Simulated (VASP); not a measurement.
# SrO (Immm) in VASP: a series of runs, part 2 of 2

VASP 6.6.1. Earlier steps stand in the parts before.

### Step 3. Single point, PBE (strain +0.0050 x Voigt [0, 0, 0, 0, 1, 0])

The input, INCAR:

```
ALGO = Normal
EDIFF = 1E-6
ENCUT = 520
GGA = PE
ISIF = 2
ISMEAR = 0
LASPH = T
LCHARG = T
LELF = T
LREAL = F
LVHAR = T
LWAVE = F
NBANDS = 15
NELM = 80
PREC = Accurate
SIGMA = 0.05
```

The input, KPOINTS:

```
k-points
0
Gamma
  8 8 8
```

The input, POSCAR:

```
SrO
1.0
    0.0064245000      2.5698000000      2.5698000000
    2.5762245000      0.0000000000      2.5762245000
    2.5698000000      2.5698000000      0.0064245000
Sr O
1 1
Direct
    0.0000000000      0.0000000000      0.0000000000
    0.5000000000      0.5000000000      0.5000000000
```

Potentials or basis: VASP PAW PBE potentials, release 64 (Sr_sv, O).

Launch:

```sh
> cat potpaw_PBE.64/Sr_sv/POTCAR potpaw_PBE.64/O/POTCAR > POTCAR
> mpirun -np 1 vasp_std > vasp.out
```

OUTCAR:

```text
EDIFF = 1E-6
   ENCUT = 520
   GGA = PE
   ISIF = 2
   ISMEAR = 0
   LASPH = T
   LREAL = F
   NELM = 80
   PREC = Accurate

 ion  position               nearest neighbor table
   1  0.000  0.000  0.000-   2 2.57   2 2.57   2 2.57   2 2.57   2 2.57   2 2.57
   2  0.500  0.500  0.500-   1 2.57   1 2.57   1 2.57   1 2.57   1 2.57   1 2.57

  LATTYP: Found a body centered orthorhombic cell.
 ALAT       =     3.6251603976
 B/A-ratio  =     1.0050125313
 C/A-ratio  =     1.4177579573

  Lattice vectors:

 A1 = (   0.0064245000,  -2.5698000000,   2.5698000000)
 A2 = (  -0.0064245000,  -2.5698000000,  -2.5698000000)
 A3 = (   2.5698000000,   2.5698000000,   0.0064245000)

Analysis of symmetry for initial positions (statically):
=====================================================================
 Subroutine PRICEL returns:
 Original cell was already a primitive cell.

 Routine SETGRP: Setting up the symmetry group for a
 body centered orthorhombic supercell.

 Subroutine GETGRP returns: Found  8 space group operations
 (whereof  8 operations were pure point group operations)
 out of a pool of  8 trial point group operations.

The static configuration has the point symmetry D_2h.

Analysis of symmetry for dynamics (positions and initial velocities):
=====================================================================
 Subroutine PRICEL returns:
 Original cell was already a primitive cell.

 Routine SETGRP: Setting up the symmetry group for a
 body centered orthorhombic supercell.

 Subroutine GETGRP returns: Found  8 space group operations
 (whereof  8 operations were pure point group operations)
 out of a pool of  8 trial point group operations.

The dynamic configuration has the point symmetry D_2h.

 Subroutine INISYM returns: Found  8 space group operations
 (whereof  8 operations are pure point group operations),
 and found     1 'primitive' translations

----------------------------------------------------------------------------------------

                                     Primitive cell

[... 115 lines left out ...]
   GGA     = PE    functional components
   LHFCALC =     F    Hartree Fock is set to
   AEXX    =    0.0000 exact exchange contribution
   IVDW    =     0    specifies the selected vdW correction
   LEPSILON=     F    determine dielectric tensor
   LRPA    =     F    only Hartree local field effects (RPA)
 non-spin polarized calculation
 Gauss-broadening in eV      SIGMA  =   0.05
  energy-cutoff  :      520.00
  volume of cell :       33.94
 maximum number of plane-waves:       941
   NGX = 13   NGY = 13   NGZ = 13

 number of electron      15.9999997 magnetization

 Free energy of the ion-electron system (eV)
  ---------------------------------------------------
  ext. energy  EPLUGINS =         0.00000000
  ---------------------------------------------------
  free energy    TOTEN  =       -12.04016857 eV

  energy without entropy =      -12.04016857  energy(sigma->0) =      -12.04016857

 E-fermi :   1.9086     XC(G=0): -10.0331

 val. band max:        1.6754118615   @ k =   0.0000   0.0000   0.0000
 cond. band min:       4.9338302036   @ k =   0.5000   0.0000   0.5000
 fundamental gap:      3.2584183421
 Fermi energy:         1.9086129497

 k-point     1 :       0.0000    0.0000    0.0000
  band No.  band energies     occupation
      1     -30.7141      2.00000
      2     -13.4225      2.00000
      3     -12.3519      2.00000
      4     -12.3506      2.00000
      5     -12.3492      2.00000
      6       1.6647      2.00000
      7       1.6700      2.00000
      8       1.6754      2.00000
      9       5.6630      0.00000
     10       7.8528      0.00000
     11       7.8837      0.00000
     12       7.9149      0.00000
     13      10.0543      0.00000
     14      10.0543      0.00000
[... 401 lines left out ...]
      2     -14.2882      2.00000
      3     -12.6290      2.00000
      4     -12.5857      2.00000
      5     -11.8961      2.00000
      6       0.4055      2.00000
      7       1.2645      2.00000
      8       1.3715      2.00000
      9       5.9729      0.00000
     10       8.6030      0.00000
     11      10.8191      0.00000
     12      10.9641      0.00000
     13      11.6519      0.00000
     14      12.6286      0.00000
     15      17.6876      0.00000

 [... further k-points ...]
[... 5 lines left out ...]
  --------------------------------------------------------------------------------------
  -------------------------------------------------------------------------------------
  Total        0.7440142      0.7436520      0.7440142     -0.0000000      0.0000000     -0.0572520
  in kB       35.1209729     35.1038783     35.1209729     -0.0000000      0.0000000     -2.7025657
  external PRESSURE =      35.1152747 kB  Pullay stress =       0.0000000 kB

 VOLUME and BASIS-vectors are now :
 -----------------------------------------------------------------------------
  energy-cutoff  :      520.00
  volume of cell :       33.94
      direct lattice vectors                 reciprocal lattice vectors
     0.006424500  2.569800000  2.569800000    -0.195055309  0.194567671  0.195055309
     2.576224500  0.000000000  2.576224500     0.194082464 -0.194567671  0.194082464
     2.569800000  2.569800000  0.006424500     0.195055309  0.194567671 -0.195055309

 POSITION                                       TOTAL-FORCE (eV/Angst)
 -----------------------------------------------------------------------------------
      0.00000      0.00000      0.00000         0.000000     -0.000000      0.000000
      2.57622      2.56980      2.57622        -0.000000      0.000000     -0.000000
 -----------------------------------------------------------------------------------
    total drift:                                0.000000      0.000000      0.000000

  FREE ENERGIE OF THE ION-ELECTRON SYSTEM (eV)
  ---------------------------------------------------
  free  energy   TOTEN  =       -12.0401685708 eV

  energy  without entropy=      -12.0401685708  energy(sigma->0) =      -12.04016857
```

OSZICAR:

```text
N       E                     dE             d eps       ncg     rms          rms(c)
DAV:   1     0.678241919746E+02    0.67824E+02   -0.83953E+03  2850   0.104E+03
DAV:   2    -0.110911934240E+02   -0.78915E+02   -0.71714E+02  3962   0.220E+02
DAV:   3    -0.141874017054E+02   -0.30962E+01   -0.30794E+01  3750   0.390E+01
DAV:   4    -0.142422017691E+02   -0.54800E-01   -0.54794E-01  3627   0.491E+00
DAV:   5    -0.142434653678E+02   -0.12636E-02   -0.12636E-02  3569   0.574E-01    0.165E+01
DAV:   6    -0.121874660667E+02    0.20560E+01   -0.66534E+00  2913   0.195E+01    0.194E+01
DAV:   7    -0.120489316482E+02    0.13853E+00   -0.29436E-01  3375   0.483E+00    0.113E+01
DAV:   8    -0.120381409242E+02    0.10791E-01   -0.11770E-01  3697   0.342E+00    0.442E-01
DAV:   9    -0.120395460487E+02   -0.14051E-02   -0.57249E-03  3612   0.480E-01    0.232E-01
DAV:  10    -0.120400083955E+02   -0.46235E-03   -0.44139E-04  3165   0.196E-01    0.841E-02
DAV:  11    -0.120401503062E+02   -0.14191E-03   -0.13926E-04  3074   0.873E-02    0.270E-02
DAV:  12    -0.120401685267E+02   -0.18220E-04   -0.27491E-05  3067   0.385E-02    0.218E-02
DAV:  13    -0.120401685708E+02   -0.44146E-07   -0.14266E-06  2989   0.105E-02
   1 F= -.12040169E+02 E0= -.12040169E+02  d E =-.292421E-13
```

stdout:

```text
POSCAR found type information on POSCAR SrO
 POSCAR found :  2 types and       2 ions
 scaLAPACK will be used
 LDA part: xc-table for (Slater+PW92), standard interpolation
 POSCAR, INCAR and KPOINTS ok, starting setup
 FFT: planning ... GRIDC
 FFT: planning ... GRID_SOFT
 FFT: planning ... GRID
 WAVECAR not read
 entering main loop
```

It took 22 s on 1 thread of Intel Xeon Platinum 8559C (Emerald Rapids), shared host; peak memory 0.18 GiB.

Results:

```yaml
Free_energy: -12.0402 eV
Pressure: 3.5 GPa
Band_gap_on_the_k_mesh: 3.26 eV, indirect (least direct gap 3.34 eV)
```

Stress tensor (GPa, compression positive):
```
 3.51  0.00 -0.27
 0.00  3.51  0.00
-0.27  0.00  3.51
```

Levels at points of the mesh, in eV from the valence-band top:
```tsv
k point	band 5	band 6	band 7	band 8	band 9	band 10	band 11	band 12
(0.00, 0.00, 0.00)	-14.02	-0.01	-0.01	0.00	3.99	6.18	6.21	6.24
(0.50, 0.00, 0.00)	-12.84	-2.18	-1.16	-1.14	6.56	8.47	8.84	8.89
(0.00, 0.50, 0.00)	-12.83	-2.18	-1.15	-1.13	6.55	8.46	8.81	8.86
(0.50, 0.50, 0.00)	-14.39	-0.44	-0.09	-0.09	3.26	7.81	10.18	10.39
(0.50, 0.00, 0.50)	-14.39	-0.44	-0.10	-0.09	3.26	7.81	10.18	10.39
```

Caveat: the cell differs from its parent crystal (strain +0.0050 x Voigt [0, 0, 0, 0, 1, 0]).
